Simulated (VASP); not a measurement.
Input of a VASP 6.6.1 run:

File POSCAR:

```
AsPdCl5
1.0
    4.1849156529      0.0000000000      0.0000000000
    0.0000000000      4.1849156529      0.0000000000
    0.0000000000      0.0000000000      8.5020775086
As Pd Cl
1 1 5
Direct
    0.0000000000      0.0000000000      0.5000000000
    0.5000000000      0.5000000000      0.0000000000
    0.0000000000      0.0000000000      0.0000000000
    0.5000000000      0.0000000000      0.6861313674
    0.0000000000      0.5000000000      0.6861313674
    0.5000000000      0.0000000000      0.3138686326
    0.0000000000      0.5000000000      0.3138686326
```

File INCAR.step1:

```
SYSTEM = AsPdCl5
  PREC = Accurate
  ENCUT = 520
  ISMEAR = -1
  SIGMA = 0.03
  LREAL = .False.
  LASPH = .True.
  NELM = 80
  NBANDS = 34
  GGA = PE
  ALGO = Normal
  EDIFF = 1E-4
  LWAVE = .True.
  LCHARG = .False.
```

Contents of INCAR.step2:

```
SYSTEM = AsPdCl5
  PREC = Accurate
  ENCUT = 520
  EDIFF = 1E-6
  ISMEAR = -1
  SIGMA = 0.03
  LREAL = .False.
  LASPH = .True.
  NELM = 80
  ALGO = Normal
  ISIF = 2
  LWAVE = .False.
  LCHARG = .False.
  METAGGA = R2SCAN
  LMIXTAU = .True.
  LUSE_VDW = .True.
  IVDW_NL = 2
  BPARAM = 11.95
  CPARAM = 0.0093
  NBANDS = 34
  ISTART = 1
```

File KPOINTS:

```
regular mesh
0
Gamma
  6 6 4
  0 0 0
```

Potentials or basis: VASP PAW PBE potentials, release 64 (As, Pd, Cl).

Launch:

```bash
$ cat potpaw_PBE.64/As/POTCAR potpaw_PBE.64/Pd/POTCAR potpaw_PBE.64/Cl/POTCAR > POTCAR
$ cp INCAR.step1 INCAR
$ mpirun -np 1 vasp_std > vasp.out
$ cp INCAR.step2 INCAR
$ mpirun -np 1 vasp_std > vasp.out
```

**Question.** Predict the largest force.

**Answer.** 0.009 eV/Å.

**Question.** Predict the pressure.

**Answer.** -0.1 GPa.

Forces in eV/Å, atoms in the order of the input:
```
As   0.000  0.000  0.000
Pd   0.000  0.000  0.000
Cl   0.000  0.000  0.000
Cl   0.000  0.000 -0.009
Cl   0.000  0.000 -0.009
Cl   0.000  0.000  0.009
Cl   0.000  0.000  0.009
```

Caveat: the PAW data sets were made with another functional, which shifts forces and pressure a little.
